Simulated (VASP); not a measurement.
# TiO2 (Pbcn) in VASP: single point with PBE

Aim: the single point of TiO2 with PBE.

Everything below comes from runs of VASP 6.6.1. Logs are shortened: lines on timing, memory, paths and dates and some standing lists are left out, and cuts for length are marked.

## 1. The cell of the first run

It takes space group Pbcn (No. 60, orthorhombic). Conventional cell: a = 4.532 Å, b = 5.502 Å, c = 4.906 Å, α = 90.00°, β = 90.00°, γ = 90.00°. Ti (site symmetry 2) has 6 O at 1.87 to 2.09 Å within 2.5 Å. Within 3.0 Å of O (site symmetry 1) lie 3 Ti at 1.87 to 2.09 Å and 12 O at 2.58 to 2.96 Å.

## 2. Single point, PBE

The input, INCAR:

```
ALGO     = Normal         # electronic algorithm
EDIFF    = 1E-6           # SCF threshold, eV
ENCUT    = 520            # plane-wave cutoff, eV
GGA      = PE             # functional
ISIF     = 2              # what is computed and relaxed
ISMEAR   = -1             # smearing method
LASPH    = T              # aspherical terms in the spheres
LCHARG   = F              # write CHGCAR
LREAL    = F              # projectors in reciprocal space
LWAVE    = F              # write WAVECAR
NBANDS   = 60             # bands
NELM     = 80             # most SCF steps
PREC     = Accurate       # precision mode
SIGMA    = 0.02           # smearing width, eV
```

The input, KPOINTS:

```
k-points
0
Gamma
  5 4 4
```

The input, POSCAR:

```
TiO2
1.0
    4.5318000000      0.0000000000      0.0000000000
    0.0000000000      5.5019000000      0.0000000000
    0.0000000000      0.0000000000      4.9063000000
Ti O
4 8
Direct
    0.0000000000      0.1758413173      0.2500000000
    0.5000000000      0.3241586827      0.7500000000
    0.0000000000      0.8241586827      0.7500000000
    0.5000000000      0.6758413173      0.2500000000
    0.2701523181      0.3823928269      0.4195101840
    0.2298476819      0.1176071731      0.9195101840
    0.7701523181      0.1176071731      0.5804898160
    0.7298476819      0.3823928269      0.0804898160
    0.7298476819      0.6176071731      0.5804898160
    0.7701523181      0.8823928269      0.0804898160
    0.2298476819      0.8823928269      0.4195101840
    0.2701523181      0.6176071731      0.9195101840
```

Potentials or basis: VASP PAW PBE potentials, release 64 (Ti_sv, O).

Run with:

```bash
$ cat potpaw_PBE.64/Ti_sv/POTCAR potpaw_PBE.64/O/POTCAR > POTCAR
$ mpirun -np 1 vasp_std > vasp.out
```

OUTCAR:

```text
EDIFF = 1E-6
   ENCUT = 520
   GGA = PE
   ISIF = 2
   ISMEAR = -1
   LASPH = T
   LREAL = F
   NELM = 80
   PREC = Accurate

 ion  position               nearest neighbor table
   1  0.000  0.176  0.250-   5 1.87   8 1.87   7 1.95   6 1.95  10 2.09  11 2.09
   2  0.500  0.324  0.750-   6 1.87   7 1.87   5 1.95   8 1.95   9 2.09  12 2.09
   3  0.000  0.824  0.750-   9 1.87  12 1.87  11 1.95  10 1.95   6 2.09   7 2.09
   4  0.500  0.676  0.250-  10 1.87  11 1.87   9 1.95  12 1.95   5 2.09   8 2.09
   5  0.270  0.382  0.420-   1 1.87   2 1.95   4 2.09
   6  0.230  0.118  0.920-   2 1.87   1 1.95   3 2.09
   7  0.770  0.118  0.580-   2 1.87   1 1.95   3 2.09
   8  0.730  0.382  0.080-   1 1.87   2 1.95   4 2.09
   9  0.730  0.618  0.580-   3 1.87   4 1.95   2 2.09
  10  0.770  0.882  0.080-   4 1.87   3 1.95   1 2.09
  11  0.230  0.882  0.420-   4 1.87   3 1.95   1 2.09
  12  0.270  0.618  0.920-   3 1.87   4 1.95   2 2.09

  LATTYP: Found a simple orthorhombic cell.
 ALAT       =     4.5318000000
 B/A-ratio  =     1.0826382453
 C/A-ratio  =     1.2140650514

  Lattice vectors:

 A1 = (  -4.5318000000,   0.0000000000,   0.0000000000)
 A2 = (   0.0000000000,   0.0000000000,   4.9063000000)
 A3 = (   0.0000000000,   5.5019000000,   0.0000000000)

Analysis of symmetry for initial positions (statically):
=====================================================================
 Subroutine PRICEL returns:
 Original cell was already a primitive cell.

 Routine SETGRP: Setting up the symmetry group for a
 simple orthorhombic supercell.

 Subroutine GETGRP returns: Found  8 space group operations
 (whereof  2 operations were pure point group operations)
 out of a pool of  8 trial point group operations.

The static configuration has the point symmetry S_2 .
 The point group associated with its full space group is D_2h.

Analysis of symmetry for dynamics (positions and initial velocities):
=====================================================================
 Subroutine PRICEL returns:
 Original cell was already a primitive cell.

 Routine SETGRP: Setting up the symmetry group for a
 simple orthorhombic supercell.

 Subroutine GETGRP returns: Found  8 space group operations
 (whereof  2 operations were pure point group operations)
 out of a pool of  8 trial point group operations.

The dynamic configuration has the point symmetry S_2 .
 The point group associated with its full space group is D_2h.

 Subroutine INISYM returns: Found  8 space group operations
 (whereof  2 operations are pure point group operations),
 and found     1 'primitive' translations

----------------------------------------------------------------------------------------

                                     Primitive cell

  volume of cell :     122.3313

  direct lattice vectors                    reciprocal lattice vectors
     4.531800000  0.000000000  0.000000000     0.220662871  0.000000000  0.000000000
     0.000000000  5.501900000  0.000000000     0.000000000  0.181755394  0.000000000
     0.000000000  0.000000000  4.906300000     0.000000000  0.000000000  0.203819579

  length of vectors
     4.531800000  5.501900000  4.906300000     0.220662871  0.181755394  0.203819579

  position of ions in fractional coordinates (direct lattice)
     0.000000000  0.175841317  0.250000000
     0.500000000  0.324158683  0.750000000
     0.000000000  0.824158683  0.750000000
     0.500000000  0.675841317  0.250000000
     0.270152318  0.382392827  0.419510184
     0.229847682  0.117607173  0.919510184
     0.770152318  0.117607173  0.580489816
     0.729847682  0.382392827  0.080489816
     0.729847682  0.617607173  0.580489816
     0.770152318  0.882392827  0.080489816
     0.229847682  0.882392827  0.419510184
     0.270152318  0.617607173  0.919510184

  ion indices of the primitive-cell ions
   primitive index   ion index
                 1           1
                 2           2
                 3           3
                 4           4
                 5           5
                 6           6
                 7           7
                 8           8
                 9           9
                10          10
                11          11
                12          12

----------------------------------------------------------------------------------------

 KPOINTS: k-points

Automatic generation of k-mesh.
 Grid dimensions read from file:
 generate k-points for:    5    4    4

 Generating k-lattice:

  Cartesian coordinates                     Fractional coordinates (reciprocal lattice)
     0.044132574  0.000000000  0.000000000     0.200000000  0.000000000  0.000000000
     0.000000000  0.045438848  0.000000000     0.000000000  0.250000000  0.000000000
     0.000000000  0.000000000  0.050954895     0.000000000  0.000000000  0.250000000

  Length of vectors
     0.044132574  0.045438848  0.050954895

  Shift w.r.t. Gamma in fractional coordinates (k-lattice)
     0.000000000  0.000000000  0.000000000

 Subroutine IBZKPT returns following result:
 ===========================================

 Found     27 irreducible k-points:

 Following reciprocal coordinates:
            Coordinates               Weight
  0.000000  0.000000  0.000000      1.000000
  0.200000  0.000000  0.000000      2.000000
  0.400000  0.000000  0.000000      2.000000
  0.000000  0.250000  0.000000      2.000000
  0.200000  0.250000  0.000000      4.000000
  0.400000  0.250000  0.000000      4.000000
[... 16 lines left out ...]
  0.200000  0.250000  0.500000      4.000000
  0.400000  0.250000  0.500000      4.000000
 [... further k-points ...]
   k-points           NKPTS =     27   k-points in BZ     NKDIM =     27   number of bands    NBANDS=     60
   number of dos      NEDOS =    301   number of ions     NIONS =     12
   total plane-waves  NPLWV =  54432
   dimension x,y,z NGX =    36 NGY =   42 NGZ =   36
   dimension x,y,z NGXF=    72 NGYF=   84 NGZF=   72
   ions per type =               4   8
   NGX,Y,Z   is equivalent  to a cutoff of  13.21, 12.69, 12.20 a.u.
   NGXF,Y,Z  is equivalent  to a cutoff of  26.41, 25.38, 24.40 a.u.
 SYSTEM =  unknown system
   PREC   = accura    normal or accurate (medium, high low for compatibility)
   ISTART =      0    job   : 0-new  1-cont  2-samecut
   ICHARG =      2    charge: 1-file 2-atom 10-const
   ISPIN  =      1    spin polarized calculation?
   LNONCOLLINEAR =      F non collinear calculations
   LSORBIT =      F    spin-orbit coupling
   LASPH  =      T    aspherical Exc in radial PAW
   ENCUT  =  520.0 eV  38.22 Ry    6.18 a.u.   8.43 10.23  9.12*2*pi/ulx,y,z
   NELM   =     80;   NELMIN=  2; NELMDL= -5     # of ELM steps
   EDIFF  = 0.1E-05   stopping-criterion for ELM
   LREAL  =      F    real-space projection
   EDIFFG = 0.1E-04   stopping-criterion for IOM
   NSW    =      0    number of steps for IOM
   IBRION =     -1    ionic relax: 0-MD 1-quasi-New 2-CG
   NFREE  =      0    steps in history (QN), initial steepest desc. (CG)
   ISIF   =      2    stress and relaxation
   ISYM   =      2    0-nonsym 1-usesym 2-fastsym
   POTIM  = 0.5000    time-step for ionic-motion
   TEBEG  =    0.0;   TEEND  =   0.0 temperature during run
   PSTRESS=    0.0 pullay stress
   NELECT =      96.0000    total number of electrons
   NUPDOWN=      -1.0000    fix difference up-down
   EMIN   =  10.00;   EMAX   =-10.00  energy-range for DOS
   EFERMI =   0.00;   METHOD = LEGACY
   ISMEAR =    -1;   SIGMA  =   0.02  broadening in eV -4-tet -1-fermi 0-gaus
   EFERMI_NEDOS =   21; number of points for ismear=-14 and -15
   IALGO  =     38    algorithm
   IMIX   =      4    mixing-type and parameters
     AMIX     =   0.40;   BMIX     =  1.00
     AMIX_MAG =   1.60;   BMIX_MAG =  1.00
  volume/ion in A,a.u.               =      10.19        68.79
  Fermi-wavevector in a.u.,A,eV,Ry     =   1.510032  2.853546 31.023947  2.280196
  Thomas-Fermi vector in A             =   2.620275
   LORBIT       =      0    0 simple, 1 ext, 2 COOP (PROOUT), +10 PAW based schemes
   GGA     = PE    functional components
   LHFCALC =     F    Hartree Fock is set to
   AEXX    =    0.0000 exact exchange contribution
   IVDW    =     0    specifies the selected vdW correction
   LEPSILON=     F    determine dielectric tensor
   LRPA    =     F    only Hartree local field effects (RPA)
 non-spin polarized calculation
  energy-cutoff  :      520.00
  volume of cell :      122.33
 maximum number of plane-waves:      3324
 NGX is ok and might be reduce to    36
   NGX = 17   NGY = 21   NGZ = 19

 number of electron      96.0000011 magnetization

 Free energy of the ion-electron system (eV)
  ---------------------------------------------------
  ext. energy  EPLUGINS =         0.00000000
  ---------------------------------------------------
  free energy    TOTEN  =      -107.33186933 eV

  energy without entropy =     -107.33186933  energy(sigma->0) =     -107.33186933

 E-fermi :   5.1458     XC(G=0): -11.5615

 val. band max:        4.7026818530   @ k =   0.0000   0.0000   0.0000
 cond. band min:       7.3495072056   @ k =   0.0000   0.0000   0.5000
 fundamental gap:      2.6468253526
 Fermi energy:         5.1458188112

 k-point     1 :       0.0000    0.0000    0.0000
  band No.  band energies     occupation
      1     -51.6931      2.00000
      2     -51.6700      2.00000
      3     -51.6639      2.00000
      4     -51.6579      2.00000
      5     -28.1369      2.00000
      6     -28.0623      2.00000
[... 52 lines left out ...]
     59       9.1719      0.00000
     60       9.4429      0.00000

 k-point     2 :       0.2000    0.0000    0.0000
  band No.  band energies     occupation
      1     -51.6909      2.00000
      2     -51.6722      2.00000
      3     -51.6633      2.00000
      4     -51.6584      2.00000
      5     -28.1208      2.00000
      6     -28.0533      2.00000
[... 1375 lines left out ...]
     59       9.1803      0.00000
     60       9.1803      0.00000

 k-point    24 :       0.4000    0.2500    0.5000
  band No.  band energies     occupation
      1     -51.6721      2.00000
      2     -51.6721      2.00000
      3     -51.6702      2.00000
      4     -51.6702      2.00000
      5     -28.0833      2.00000
      6     -28.0833      2.00000
[... 52 lines left out ...]
     59       8.8998      0.00000
     60       8.8998      0.00000

 [... further k-points ...]
[... 5 lines left out ...]
  --------------------------------------------------------------------------------------
  -------------------------------------------------------------------------------------
  Total        5.2419467      5.2000803      4.4162184      0.0000000      0.0000000      0.0000000
  in kB       68.6539706     68.1056445     57.8393761      0.0000000      0.0000000      0.0000000
  external PRESSURE =      64.8663304 kB  Pullay stress =       0.0000000 kB

 VOLUME and BASIS-vectors are now :
 -----------------------------------------------------------------------------
  energy-cutoff  :      520.00
  volume of cell :      122.33
      direct lattice vectors                 reciprocal lattice vectors
     4.531800000  0.000000000  0.000000000     0.220662871  0.000000000  0.000000000
     0.000000000  5.501900000  0.000000000     0.000000000  0.181755394  0.000000000
     0.000000000  0.000000000  4.906300000     0.000000000  0.000000000  0.203819579

 POSITION                                       TOTAL-FORCE (eV/Angst)
 -----------------------------------------------------------------------------------
      0.00000      0.96746      1.22657         0.000000     -0.044165      0.000000
      2.26590      1.78349      3.67972         0.000000      0.044165      0.000000
      0.00000      4.53444      3.67972         0.000000      0.044165      0.000000
      2.26590      3.71841      1.22657         0.000000     -0.044165      0.000000
      1.22428      2.10389      2.05824         0.027830      0.042233      0.008605
      1.04162      0.64706      4.51139        -0.027830     -0.042233      0.008605
      3.49018      0.64706      2.84806         0.027830     -0.042233     -0.008605
      3.30752      2.10389      0.39491        -0.027830      0.042233     -0.008605
      3.30752      3.39801      2.84806        -0.027830     -0.042233     -0.008605
      3.49018      4.85484      0.39491         0.027830      0.042233     -0.008605
      1.04162      4.85484      2.05824        -0.027830      0.042233      0.008605
      1.22428      3.39801      4.51139         0.027830     -0.042233      0.008605
 -----------------------------------------------------------------------------------
    total drift:                                0.000000      0.000000     -0.000000

  FREE ENERGIE OF THE ION-ELECTRON SYSTEM (eV)
  ---------------------------------------------------
  free  energy   TOTEN  =      -107.3318693271 eV

  energy  without entropy=     -107.3318693271  energy(sigma->0) =     -107.33186933
```

Run time: 4.5 min. Hardware: 1 thread of Intel Xeon Platinum 8488C (Sapphire Rapids), shared host; peak memory 0.3 GiB.

Results:

| Property | Result |
| --- | --- |
| Free energy | -107.3319 eV |
| Pressure | 6.5 GPa |
| Largest force | 0.051 eV/Å |
| Band gap on the k mesh | 2.65 eV (least direct gap 2.69 eV) |

Forces in eV/Å, atoms in the order of the input:
```
Ti   0.000 -0.044  0.000
Ti   0.000  0.044  0.000
Ti   0.000  0.044  0.000
Ti   0.000 -0.044  0.000
O    0.028  0.042  0.009
O   -0.028 -0.042  0.009
O    0.028 -0.042 -0.009
O   -0.028  0.042 -0.009
O   -0.028 -0.042 -0.009
O    0.028  0.042 -0.009
O   -0.028  0.042  0.009
O    0.028 -0.042  0.009
```

Caveat: the cell stands under pressure; an odd mesh through Γ misses points on the zone boundary, where band edges can lie.
